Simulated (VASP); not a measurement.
Cs3Cl2:

```
CELL_PARAMETERS angstrom
6.66546 0.00000 0.00000
0.00000 6.66546 0.00000
0.00000 0.00000 6.66546
ATOMIC_POSITIONS crystal
Cs 0.00000 0.50000 0.50000
Cs 0.50000 0.00000 0.50000
Cs 0.50000 0.50000 0.00000
Cl 0.00000 0.00000 0.00000
Cl 0.50000 0.50000 0.50000
```

| Property | Result |
| --- | --- |
| Program | VASP 6.6.1 |
| Task | relaxation of cell and atoms |
| Functional | PBE |
| Potentials or basis | VASP PAW PBE potentials, release 64 (Cs_sv, Cl) |
| Cutoff | 600 eV |
| k mesh | 6 × 6 × 6 |
| Occupations | gaussian, width 0.1 eV |
| Spin | no spin polarisation |

At the start: pressure 0.4 GPa; volume 59.23 Å³/atom.

How do energy, volume and symmetry change on relaxing?

Over 4 steps the energy falls by 4.8 meV/atom and the volume is 62.97 Å³/atom (+6.3 %); space group Pm-3m (No. 221, to 0.05 Å).

Step by step:
| step | energy change (eV) | largest force (eV/Å) | pressure (GPa) | volume (Å³) |
| --- | --- | --- | --- | --- |
| 1 | 0.0000 | 0.0000 | 0.43 | 296.13 |
| 2 | -0.0148 | 0.0000 | 0.26 | 303.03 |
| 3 | -0.0237 | 0.0000 | -0.03 | 316.49 |
| 4 | -0.0238 | 0.0000 | 0.00 | 314.84 |

Final structure:
```
Cs Cl
1.0
     6.80295    0.00000    0.00000
     0.00000    6.80295    0.00000
     0.00000    0.00000    6.80295
Cs Cl
3 2
Cartesian
  0.0000 3.4015 3.4015
  3.4015 0.0000 3.4015
  3.4015 3.4015 0.0000
  0.0000 0.0000 0.0000
  3.4015 3.4015 3.4015
```

Caveat: an odd number of electrons without spin polarisation forces a metal; a magnetic or distorted state may lie lower.
